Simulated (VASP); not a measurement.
Set up this calculation in VASP 6.6.1, as the native input.

```yaml
Task: single point
Functional: PBE
Potentials_or_basis: VASP PAW PBE potentials, release 64 (Sr_sv, O)
Cutoff: 520 eV
k_mesh: 5 × 5 × 3
Occupations: fermi-dirac, width 0.03 eV
Spin: no spin polarisation
Dipole_correction: no
Further_INCAR_settings: ALGO = Normal; EDIFF = 1e-06; NBANDS = 24
```

The structure of SrO lies in POSCAR:

```
SrO
1.0
    3.5532880902      0.0000000000      0.0000000000
   -1.7766440451      3.0772377531      0.0000000000
    0.0000000000      0.0000000000      6.2173039800
Sr O
2 2
Direct
    0.6666666667      0.3333333333      0.7500000000
    0.3333333333      0.6666666667      0.2500000000
    0.0000000000      0.0000000000      0.5000000000
    0.0000000000      0.0000000000      0.0000000000
```

One way to write it, as run:

INCAR

```
SYSTEM = SrO
ALGO = Normal
EDIFF = 1E-6
ENCUT = 520
GGA = PE
ISIF = 2
ISMEAR = -1
LASPH = .True.
LCHARG = .False.
LREAL = .False.
LWAVE = .False.
NBANDS = 24
NELM = 80
PREC = Accurate
SIGMA = 0.03
```

KPOINTS

```
k-points
0
Gamma
  5 5 3
  0 0 0
```

Potentials or basis: VASP PAW PBE potentials, release 64 (Sr_sv, O).

Command:

```bash
$ cat potpaw_PBE.64/Sr_sv/POTCAR potpaw_PBE.64/O/POTCAR > POTCAR
$ mpirun -np 1 vasp_std > vasp.out
```

It gave:

```
Pressure               : 2.0 GPa
Band gap on the k mesh : 3.08 eV
```

It took 38 s on 1 thread of Intel Xeon 8259CL, on a shared host, peak memory 0.18 GiB.
